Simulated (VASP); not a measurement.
Set up this calculation in VASP 6.6.1, as the native input.

```yaml
Task: single point
Functional: LDA
Potentials_or_basis: VASP PAW LDA potentials, release 64 (Li_sv)
Cutoff: 520 eV
k_mesh: 14 × 14 × 14
Occupations: fermi-dirac, width 0.1 eV
Spin: no spin polarisation
Dipole_correction: no
Further_INCAR_settings: ALGO = Normal; EDIFF = 1e-06; NBANDS = 8
```

The structure of Li lies in POSCAR:

```
Li
1.0
   -1.6816320888      1.6816320888      1.6816320888
    1.6816320888     -1.6816320888      1.6816320888
    1.6816320888      1.6816320888     -1.6816320888
Li
1
Direct
    0.0000000000      0.0000000000      0.0000000000
```

These files were run (other wordings do the same):

INCAR

```
SYSTEM = Li
PREC = Accurate ; ENCUT = 520
EDIFF = 1E-6 ; ISMEAR = -1
SIGMA = 0.1 ; LREAL = .FALSE.
LASPH = .TRUE. ; NELM = 80
ALGO = Normal ; ISIF = 2
LWAVE = .FALSE. ; LCHARG = .FALSE.
NBANDS = 8
```

KPOINTS

```
regular mesh
0
G
  14 14 14
  0 0 0
```

Potentials or basis: VASP PAW LDA potentials, release 64 (Li_sv).

Command:

```sh
$ cat potpaw_LDA.64/Li_sv/POTCAR > POTCAR
$ mpirun -np 1 vasp_std > vasp.out
```

It took 8.3 s on 1 thread of Intel(R) Xeon(R) Platinum 8259CL CPU @ 2.50GHz (Skylake/Cascade Lake) (shared host), peak memory 0.12 GiB.
